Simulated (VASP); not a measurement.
# Ta (I4/mmm) in VASP: further runs

Runs on Ta. Level: PBEsol. Tasks: single point.

All numbers are computed with VASP 6.6.1; they aren't measurements. Logs are shortened: lines on timing, memory, paths and dates and some standing lists are left out, and cuts for length are marked.

## Step 1: The cell of the first run

It takes space group I4/mmm (No. 139, tetragonal). Conventional cell: a = 3.303 Å, b = 3.303 Å, c = 3.253 Å, α = 90.00°, β = 90.00°, γ = 90.00°. Within 3.7 Å of Ta (site symmetry 4/mmm) lie 14 Ta at 2.85 to 3.30 Å.

## Step 2: Single point, PBEsol (strain +0.000 along x and y, -0.015 along z)

INCAR

```
SYSTEM = Ta
  ALGO = Fast
  EDIFF = 1E-6
  ENCUT = 520
  GGA = PS
  ISIF = 2
  ISMEAR = 0
  LASPH = .True.
  LCHARG = .True.
  LELF = .True.
  LREAL = .False.
  LVHAR = .True.
  LWAVE = .False.
  NBANDS = 12
  NELM = 80
  PREC = Accurate
  SIGMA = 0.15
```

KPOINTS

```
k-points
0
Gamma
  20 20 20
  0 0 0
```

POSCAR

```
Ta
1.0
   -1.6512800000      1.6512800000      1.6265108000
    1.6512800000     -1.6512800000      1.6265108000
    1.6512800000      1.6512800000     -1.6265108000
Ta
1
Direct
    0.0000000000      0.0000000000      0.0000000000
```

Potentials or basis: VASP PAW PBE potentials, release 64 (Ta_pv).

Launch:

```bash
> cat potpaw_PBE.64/Ta_pv/POTCAR > POTCAR
> mpirun -np 1 vasp_std > vasp.out
```

OUTCAR:

```text
SYSTEM = Ta
   EDIFF = 1E-6
   ENCUT = 520
   GGA = PS
   ISIF = 2
   ISMEAR = 0
   LASPH = .True.
   LREAL = .False.
   NELM = 80
   PREC = Accurate

 ion  position               nearest neighbor table
   1  0.000  0.000  0.000-

  LATTYP: Found a body centered tetragonal cell.
 ALAT       =     3.3025600000
 C/A-ratio  =     0.9850000000

  Lattice vectors:

 A1 = (  -1.6512800000,   1.6512800000,   1.6265108000)
 A2 = (   1.6512800000,  -1.6512800000,   1.6265108000)
 A3 = (   1.6512800000,   1.6512800000,  -1.6265108000)

Analysis of symmetry for initial positions (statically):
=====================================================================
 Subroutine PRICEL returns:
 Original cell was already a primitive cell.

 Routine SETGRP: Setting up the symmetry group for a
 body centered tetragonal supercell.

 Subroutine GETGRP returns: Found 16 space group operations
 (whereof 16 operations were pure point group operations)
 out of a pool of 16 trial point group operations.

The static configuration has the point symmetry D_4h.

Analysis of symmetry for dynamics (positions and initial velocities):
=====================================================================
 Subroutine PRICEL returns:
 Original cell was already a primitive cell.

 Routine SETGRP: Setting up the symmetry group for a
 body centered tetragonal supercell.

 Subroutine GETGRP returns: Found 16 space group operations
 (whereof 16 operations were pure point group operations)
 out of a pool of 16 trial point group operations.

The dynamic configuration has the point symmetry D_4h.

 Subroutine INISYM returns: Found 16 space group operations
 (whereof 16 operations are pure point group operations),
 and found     1 'primitive' translations

----------------------------------------------------------------------------------------

                                     Primitive cell

  volume of cell :      17.7402

  direct lattice vectors                    reciprocal lattice vectors
    -1.651280000  1.651280000  1.626510800     0.000000000  0.302795407  0.307406505
     1.651280000 -1.651280000  1.626510800     0.302795407  0.000000000  0.307406505
     1.651280000  1.651280000 -1.626510800     0.302795407  0.302795407  0.000000000

  length of vectors
     2.845872214  2.845872214  2.845872214     0.431490229  0.431490229  0.428217371

  position of ions in fractional coordinates (direct lattice)
     0.000000000  0.000000000  0.000000000

  ion indices of the primitive-cell ions
   primitive index   ion index
                 1           1

----------------------------------------------------------------------------------------

 KPOINTS: k-points

Automatic generation of k-mesh.
 Grid dimensions read from file:
 generate k-points for:   20   20   20

 Generating k-lattice:

  Cartesian coordinates                     Fractional coordinates (reciprocal lattice)
     0.000000000  0.015139770  0.015370325     0.050000000  0.000000000  0.000000000
     0.015139770  0.000000000  0.015370325     0.000000000  0.050000000  0.000000000
     0.015139770  0.015139770  0.000000000     0.000000000  0.000000000  0.050000000

  Length of vectors
     0.021574511  0.021574511  0.021410869

  Shift w.r.t. Gamma in fractional coordinates (k-lattice)
     0.000000000  0.000000000  0.000000000

 Subroutine IBZKPT returns following result:
 ===========================================

 Found    641 irreducible k-points:

 Following reciprocal coordinates:
            Coordinates               Weight
  0.000000  0.000000  0.000000      1.000000
  0.050000 -0.000000  0.000000      8.000000
  0.100000 -0.000000  0.000000      8.000000
  0.150000  0.000000 -0.000000      8.000000
  0.200000 -0.000000  0.000000      8.000000
  0.250000  0.000000  0.000000      8.000000
[... 16 lines left out ...]
 -0.400000  0.050000  0.000000     16.000000
 -0.350000  0.050000 -0.000000     16.000000
 [... further k-points ...]
   k-points           NKPTS =    641   k-points in BZ     NKDIM =    641   number of bands    NBANDS=     12
   number of dos      NEDOS =    301   number of ions     NIONS =      1
   total plane-waves  NPLWV =  13824
   dimension x,y,z NGX =    24 NGY =   24 NGZ =   24
   dimension x,y,z NGXF=    48 NGYF=   48 NGZF=   48
   ions per type =               1
   NGX,Y,Z   is equivalent  to a cutoff of  14.02, 14.02, 14.02 a.u.
   NGXF,Y,Z  is equivalent  to a cutoff of  28.04, 28.04, 28.04 a.u.
 SYSTEM =  Ta
   PREC   = accura    normal or accurate (medium, high low for compatibility)
   ISTART =      0    job   : 0-new  1-cont  2-samecut
   ICHARG =      2    charge: 1-file 2-atom 10-const
   ISPIN  =      1    spin polarized calculation?
   LNONCOLLINEAR =      F non collinear calculations
   LSORBIT =      F    spin-orbit coupling
   LASPH  =      T    aspherical Exc in radial PAW
   ENCUT  =  520.0 eV  38.22 Ry    6.18 a.u.   5.29  5.29  5.29*2*pi/ulx,y,z
   NELM   =     80;   NELMIN=  2; NELMDL= -5     # of ELM steps
   EDIFF  = 0.1E-05   stopping-criterion for ELM
   LREAL  =      F    real-space projection
   EDIFFG = 0.1E-04   stopping-criterion for IOM
   NSW    =      0    number of steps for IOM
   IBRION =     -1    ionic relax: 0-MD 1-quasi-New 2-CG
   NFREE  =      0    steps in history (QN), initial steepest desc. (CG)
   ISIF   =      2    stress and relaxation
   ISYM   =      2    0-nonsym 1-usesym 2-fastsym
   POTIM  = 0.5000    time-step for ionic-motion
   TEBEG  =    0.0;   TEEND  =   0.0 temperature during run
   PSTRESS=    0.0 pullay stress
   NELECT =      11.0000    total number of electrons
   NUPDOWN=      -1.0000    fix difference up-down
   EMIN   =  10.00;   EMAX   =-10.00  energy-range for DOS
   EFERMI =   0.00;   METHOD = LEGACY
   ISMEAR =     0;   SIGMA  =   0.15  broadening in eV -4-tet -1-fermi 0-gaus
   EFERMI_NEDOS =   21; number of points for ismear=-14 and -15
   IALGO  =     68    algorithm
   IMIX   =      4    mixing-type and parameters
     AMIX     =   0.40;   BMIX     =  1.00
     AMIX_MAG =   1.60;   BMIX_MAG =  1.00
  volume/ion in A,a.u.               =      17.74       119.72
  Fermi-wavevector in a.u.,A,eV,Ry     =   1.396003  2.638063 26.515355  1.948824
  Thomas-Fermi vector in A             =   2.519399
   LORBIT       =      0    0 simple, 1 ext, 2 COOP (PROOUT), +10 PAW based schemes
   GGA     = PS    functional components
   LHFCALC =     F    Hartree Fock is set to
   AEXX    =    0.0000 exact exchange contribution
   IVDW    =     0    specifies the selected vdW correction
   LEPSILON=     F    determine dielectric tensor
   LRPA    =     F    only Hartree local field effects (RPA)
 non-spin polarized calculation
 RMM-DIIS sequential band-by-band and
 Gauss-broadening in eV      SIGMA  =   0.15
  energy-cutoff  :      520.00
  volume of cell :       17.74
 maximum number of plane-waves:       488
 NGX is ok and might be reduce to    24
   NGX = 11   NGY = 11   NGZ = 11

 number of electron      11.0000002 magnetization

 Free energy of the ion-electron system (eV)
  ---------------------------------------------------
  ext. energy  EPLUGINS =         0.00000000
  ---------------------------------------------------
  free energy    TOTEN  =       -12.55748169 eV

  energy without entropy =      -12.54310401  energy(sigma->0) =      -12.55029285

 E-fermi :   5.4297     XC(G=0): -12.8066

 val. band max:        5.4292091515   @ k =  -0.2500   0.4000   0.1000
 cond. band min:       5.4301074332   @ k =  -0.3500   0.3500   0.0500
 fundamental gap:      0.0008982817
 Fermi energy:         5.4296625755

 k-point     1 :       0.0000    0.0000    0.0000
  band No.  band energies     occupation
      1     -27.5250      2.00000
      2     -27.5250      2.00000
      3     -27.5208      2.00000
      4      -2.5436      2.00000
      5       6.0334      0.00000
      6       6.2300      0.00000
      7       6.2300      0.00000
      8       9.3483      0.00000
      9       9.6206      0.00000
     10      20.4663      0.00000
     11      20.4663      0.00000
     12      20.7457      0.00000

 k-point     2 :       0.0500   -0.0000    0.0000
  band No.  band energies     occupation
      1     -27.5562      2.00000
      2     -27.5352      2.00000
      3     -27.5231      2.00000
      4      -2.4282      2.00000
      5       6.0154      0.00000
      6       6.2075      0.00000
      7       6.2838      0.00000
      8       9.3085      0.00000
      9       9.5355      0.00000
     10      20.6453      0.00000
     11      20.6690      0.00000
     12      20.9821      0.00000

 k-point     3 :       0.1000   -0.0000    0.0000
  band No.  band energies     occupation
      1     -27.6517      2.00000
      2     -27.5650      2.00000
      3     -27.5242      2.00000
      4      -2.0918      2.00000
      5       5.8307      0.00016
      6       6.1176      0.00000
      7       6.5887      0.00000
      8       9.1112      0.00000
      9       9.4609      0.00000
     10      20.9700      0.00000
     11      21.2601      0.00000
     12      21.7475      0.00000
[... 286 lines left out ...]
 k-point    23 :      -0.4000    0.0500    0.0000
  band No.  band energies     occupation
      1     -28.5886      2.00000
      2     -27.8787      2.00000
      3     -27.5467      2.00000
      4       0.9822      2.00000
      5       4.0706      2.00000
      6       5.7798      0.00096
      7       9.4174      0.00000
      8      10.1712      0.00000
      9      11.7205      0.00000
     10      18.4784      0.00000
     11      19.3146      0.00000
     12      20.1943      0.00000

 k-point    24 :      -0.3500    0.0500   -0.0000
  band No.  band energies     occupation
      1     -28.4444      2.00000
      2     -27.8264      2.00000
      3     -27.5445      2.00000
      4       0.7116      2.00000
      5       4.3177      2.00000
      6       5.3257      1.67313
      7       9.2006      0.00000
      8       9.9881      0.00000
      9      10.5752      0.00000
     10      19.3635      0.00000
     11      20.1188      0.00000
     12      20.7440      0.00000

 [... further k-points ...]

------------------------ aborting loop because EDIFF is reached ----------------------------------------

  FORCE on cell =-STRESS in cart. coord.  units (eV):
  Direction    XX          YY          ZZ          XY          YZ          ZX
  --------------------------------------------------------------------------------------
  -------------------------------------------------------------------------------------
  Total       -0.1305609     -0.1305609      0.0839539      0.0000000      0.0000000      0.0000000
  in kB      -11.7913966    -11.7913966      7.5821597      0.0000000      0.0000000      0.0000000
  external PRESSURE =      -5.3335445 kB  Pullay stress =       0.0000000 kB

 VOLUME and BASIS-vectors are now :
 -----------------------------------------------------------------------------
  energy-cutoff  :      520.00
  volume of cell :       17.74
      direct lattice vectors                 reciprocal lattice vectors
    -1.651280000  1.651280000  1.626510800     0.000000000  0.302795407  0.307406505
     1.651280000 -1.651280000  1.626510800     0.302795407  0.000000000  0.307406505
     1.651280000  1.651280000 -1.626510800     0.302795407  0.302795407  0.000000000

 POSITION                                       TOTAL-FORCE (eV/Angst)
 -----------------------------------------------------------------------------------
      0.00000      0.00000      0.00000         0.000000     -0.000000      0.000000
 -----------------------------------------------------------------------------------
    total drift:                                0.000000      0.000000      0.000000

  FREE ENERGIE OF THE ION-ELECTRON SYSTEM (eV)
  ---------------------------------------------------
  free  energy   TOTEN  =       -12.5574816864 eV

  energy  without entropy=      -12.5431040132  energy(sigma->0) =      -12.55029285
```

Run time: 75 s. Hardware: 1 thread of Intel Xeon 6975P-C, shared host; peak memory 0.25 GiB.

Results:

* Free energy: -12.5575 eV
* Pressure: -0.5 GPa

Caveat: the cell differs from its parent crystal (strain +0.000 along x and y, -0.015 along z); the PAW data sets were made with another functional, which shifts forces and pressure a little; spin-orbit coupling is left out, which moves the levels of the heavy elements.

## Step 3: Single point, PBEsol (strain -0.015 along x and y, +0.015 along z)

INCAR

```
PREC = Accurate
ENCUT = 520
EDIFF = 1E-7
ISMEAR = 0
SIGMA = 0.15
LREAL = F
LASPH = T
NELM = 80
ALGO = Normal
ISIF = 2
LWAVE = F
LCHARG = F
GGA = PS
NBANDS = 12
```

KPOINTS

```
Automatic mesh
0
Gamma
  20 20 20
```

POSCAR

```
Ta
1.0
   -1.6265108000      1.6265108000      1.6760492000
    1.6265108000     -1.6265108000      1.6760492000
    1.6265108000      1.6265108000     -1.6760492000
Ta
1
Direct
    0.0000000000      0.0000000000      0.0000000000
```

Potentials or basis: VASP PAW PBE potentials, release 64 (Ta_pv).

Launch:

```bash
> cat potpaw_PBE.64/Ta_pv/POTCAR > POTCAR
> mpirun -np 1 vasp_std > vasp.out
```

Wall time 56 s (1 thread of Intel Xeon 6975P-C, shared host); peak memory 0.25 GiB.

Results (log left out):

```yaml
Free_energy: -12.5544 eV
Pressure: -0.5 GPa
```

Stress tensor (GPa, compression positive):
```
 0.76  0.00  0.00
 0.00  0.76  0.00
 0.00  0.00 -2.90
```

Levels at points of the mesh, in eV from the Fermi level:
| k point | band 2 | band 3 | band 4 | band 5 | band 6 | band 7 | band 8 | band 9 | band 10 | band 11 |
| --- | --- | --- | --- | --- | --- | --- | --- | --- | --- | --- |
| (0.00, 0.00, 0.00) | -32.95 | -32.95 | -7.98 | 0.61 | 0.61 | 0.99 | 3.78 | 4.31 | 14.72 | 14.77 |
| (0.50, 0.00, 0.00) | -33.34 | -32.96 | -4.45 | -1.45 | 1.62 | 3.71 | 4.97 | 7.93 | 11.90 | 12.10 |
| (0.50, 0.50, 0.00) | -33.38 | -32.98 | -4.44 | -1.85 | 1.84 | 4.29 | 5.17 | 8.03 | 11.95 | 12.10 |
| (0.50, 0.50, 0.50) | -33.79 | -33.79 | -3.94 | -3.85 | 6.89 | 7.02 | 7.02 | 8.30 | 9.07 | 9.07 |

Caveat: the cell differs from its parent crystal (strain -0.015 along x and y, +0.015 along z); the PAW data sets were made with another functional, which shifts forces and pressure a little; spin-orbit coupling is left out, which moves the levels of the heavy elements.

## Step 4: Single point, PBEsol (strain -0.015 along x and y, +0.030 along z)

INCAR

```
SYSTEM = Ta
  ALGO = Normal
  EDIFF = 1E-7
  ENCUT = 520
  GGA = PS
  ISIF = 2
  ISMEAR = 0
  LASPH = .TRUE.
  LCHARG = .FALSE.
  LREAL = .FALSE.
  LWAVE = .FALSE.
  NBANDS = 12
  NELM = 100
  PREC = Accurate
  SIGMA = 0.15
```

KPOINTS

```
k-points
0
G
  20 20 20
  0 0 0
```

POSCAR

```
Ta
1.0
   -1.6265108000      1.6265108000      1.7008184000
    1.6265108000     -1.6265108000      1.7008184000
    1.6265108000      1.6265108000     -1.7008184000
Ta
1
Direct
    0.0000000000      0.0000000000      0.0000000000
```

Launch:

```bash
> cat potpaw_PBE.64/Ta_pv/POTCAR > POTCAR
> mpirun -np 1 vasp_std > vasp.out
```

Wall time 52 s (1 thread of Intel Xeon 6975P-C, shared host); peak memory 0.26 GiB.

The run converged. Its results:

```
Free energy : -12.5466 eV
Pressure    : -3.3 GPa
```

Stress tensor (GPa, compression positive):
```
-1.67  0.00  0.00
 0.00 -1.67  0.00
 0.00  0.00 -6.71
```

Levels at points of the mesh, in eV from the Fermi level:
```csv
k point,band 4,band 5,band 6,band 7,band 8,band 9
"(0.00, 0.00, 0.00)",-7.93,0.56,0.56,1.11,3.60,4.35
"(0.50, 0.00, 0.00)",-4.40,-1.35,1.52,3.50,4.92,7.74
"(0.50, 0.50, 0.00)",-4.37,-1.92,1.84,4.37,5.17,7.89
"(0.50, 0.50, 0.50)",-3.88,-3.74,6.73,6.92,6.92,7.92
```

Caveat: the cell differs from its parent crystal (strain -0.015 along x and y, +0.030 along z); the PAW data sets were made with another functional, which shifts forces and pressure a little; spin-orbit coupling is left out, which moves the levels of the heavy elements.

## Step 5: The runs side by side

| cell | gap on the mesh (eV) | pressure (GPa) |
| --- | --- | --- |
| a = 2.846 Å, angles 109.1, 109.1, 110.3°, 1 atom | none | -0.5 |
| a = 2.846 Å, angles 110.3, 110.3, 107.8°, 1 atom | none | -0.5 |
| a = 2.861 Å, angles 110.7, 110.7, 107.0°, 1 atom | none | -3.3 |

Alike in all rows: task single point; level PBEsol; potentials or basis VASP PAW PBE potentials, release 64 (Ta_pv); no spin polarisation; k mesh 20 × 20 × 20; cutoff (eV) 520; smearing gaussian 0.15 eV.

Caveats: the PAW data sets were made with another functional, which shifts forces and pressure a little; spin-orbit coupling is left out, which moves the levels of the heavy elements.

Total energies depend on the potentials used, so only differences within one code and one set of settings carry meaning.
